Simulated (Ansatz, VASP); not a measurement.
# BaTiO3: VASP beside Ansatz

```
Ba Ti O
1.0
     2.77471    1.60198    2.27582
    -2.77471    1.60198    2.27582
     0.00000   -3.20396    2.27582
Ba Ti O
1 1 3
Direct
  0.99432 0.99432 0.99432
  0.49440 0.49440 0.49440
  0.49412 0.99413 0.49412
  0.49412 0.49412 0.99413
  0.99413 0.49412 0.49412
```

Change from the starting cell: equal strain along all axes, cell held, atoms relaxed: -3.0 %.

Alike in both runs: functional PBE; k mesh 6 × 6 × 6; occupations gaussian, width 0.02 eV; no spin polarisation; Hubbard terms Ti d U = 4.0 eV.

Ansatz relaxed the structure, and its values are those at the end. VASP's run is a single point on that final structure, the one shown.

|  | VASP | Ansatz |
| --- | --- | --- |
| version | VASP 6.6.1 | Ansatz 0.2.0 |
| potentials or method | VASP PAW PBE potentials, release 64 (Ba_sv, Ti_sv, O_h), cutoff 1340 eV | scalar-relativistic, plane waves, PAW |
| valence electrons in the cell | 40 | 40 |

Ansatz gave:

| Item | Value |
| --- | --- |
| gap on the k mesh at the Fermi level (eV) | 2.40 |
| least direct gap on the mesh (eV) | 2.48 |
| pressure (GPa) | 14.2 |
| rms of the force components (eV/Å) | 0.001 |

Task: Estimate VASP's values.

Result: gap on the k mesh at the Fermi level (eV): 2.34; least direct gap on the mesh (eV): 2.46; pressure (GPa): 18.6; rms of the force components (eV/Å): 0.003.

The programs project onto different local orbitals, so the same U acts differently, and such runs can settle in different states. Ansatz's warnings: stress scf threshold loose.

Spin-orbit coupling is off throughout.
